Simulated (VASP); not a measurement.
Be2C:

```
CELL_PARAMETERS angstrom
0.00000 2.16500 2.16500
2.16500 0.00000 2.16500
2.16500 2.16500 0.00000
ATOMIC_POSITIONS crystal
C 0.00000 0.00000 0.00000
Be 0.75000 0.75000 0.75000
Be 0.25000 0.25000 0.25000
```

Base run:

* Program: VASP 6.6.1
* Functional: PBEsol
* Potentials or basis: VASP PAW PBE potentials, release 64 (C, Be)
* Cutoff: 600 eV
* k mesh: 11 × 11 × 11
* Occupations: fermi-dirac, width 0.05 eV
* Spin: no spin polarisation

Its results: band gap on the k mesh 1.16 eV, indirect (least direct gap 4.08 eV); pressure -2.1 GPa.

Problem. The run is repeated on the same cell with these changes: functional from PBEsol to r2SCAN; cutoff from 600 eV to 660 eV. What comes out?

Solution. Band gap on the k mesh 1.62 eV, indirect (least direct gap 4.62 eV); pressure -0.5 GPa.

r2SCAN gives the wider gap, since meta-GGAs in the generalised Kohn-Sham scheme recover part of the derivative discontinuity.

Caveats: the PAW data sets were made with another functional, which shifts forces and pressure a little.

A k mesh can miss the band edges.
